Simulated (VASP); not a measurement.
Wanted: the native input for a VASP 6.6.1 run.

```
Task                   : single point
Functional             : PBE
Potentials or basis    : VASP PAW PBE potentials, release 64 (Zr_sv)
Cutoff                 : 520 eV
k mesh                 : 18 × 18 × 10
Occupations            : fermi-dirac, width 0.05 eV
Spin                   : collinear spin, ferromagnetic start
Starting moments       : [1.0, 1.0] μB
Dipole correction      : no
Further INCAR settings : ALGO = Normal; EDIFF = 1e-07; NBANDS = 23
```

The structure of Zr lies in POSCAR:

```
Zr
1.0
    3.2766130249      0.0000000000      0.0000000000
   -1.6383065124      2.8376301179      0.0000000000
    0.0000000000      0.0000000000      5.2301422569
Zr
2
Direct
    0.3333333333      0.6666666667      0.2500000000
    0.6666666667      0.3333333333      0.7500000000
```

This cell differs from its parent crystal: volume scaled by 1.04.

One way to write it, as run:

INCAR

```
SYSTEM = Zr
PREC = Accurate
ENCUT = 520
EDIFF = 1E-7
ISMEAR = -1
SIGMA = 0.05
LREAL = .FALSE.
LASPH = .TRUE.
NELM = 150
ALGO = Normal
ISIF = 2
LWAVE = .FALSE.
LCHARG = .FALSE.
ISPIN = 2
MAGMOM = 1 1
LORBIT = 11
LMAXMIX = 4
GGA = PE
NBANDS = 23
```

KPOINTS

```
Automatic mesh
0
G
  18 18 10
  0 0 0
```

Potentials or basis: VASP PAW PBE potentials, release 64 (Zr_sv).

Launch:

```console
$ cat potpaw_PBE.64/Zr_sv/POTCAR > POTCAR
$ mpirun -np 1 vasp_std > vasp.out
```

Results of the run:

```yaml
Pressure: -3.4 GPa
Band_gap_on_the_k_mesh: zero (filled and empty bands overlap)
Net_moment: 0.00 μB per cell
Valence_electrons_inside_the_program's_atomic_spheres: Zr 9.77
```

Wall time 5.4 min on 1 thread of Intel Xeon 6975P-C, with other jobs on the host, peak memory 0.42 GiB.
